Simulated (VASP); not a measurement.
# Li: single point with PBEsol

Crystal: Li.

```
Li
1.0
    -1.59360    1.59360    1.59360
     1.59360   -1.59360    1.59360
     1.59360    1.59360   -1.59360
Li
1
Direct
  0.00000 0.00000 0.00000
```

| Item | Value |
| --- | --- |
| Program | VASP 6.6.1 |
| Task | single point |
| Functional | PBEsol |
| Potentials or basis | VASP PAW PBE potentials, release 64 (Li_sv) |
| Cutoff | 520 eV |
| k mesh | 20 × 20 × 20 |
| Occupations | gaussian, width 0.05 eV |
| Spin | no spin polarisation |

```yaml
Band_gap_on_the_k_mesh: zero (an odd number of electrons rules out a gap without spin polarisation)
```

Levels at points of the mesh, in eV from the Fermi level:
```tsv
k point	band 1	band 2	band 3	band 4	band 5
(0.00, 0.00, 0.00)	-45.57	-3.84	17.10	17.10	17.10
(0.50, 0.00, 0.00)	-45.52	0.16	4.08	12.08	13.73
(0.50, 0.50, 0.50)	-45.49	6.37	6.37	6.37	8.82
```

Run time: 24 s on 1 thread of Intel Xeon 8259CL, with other jobs on the host, peak memory 0.14 GiB.
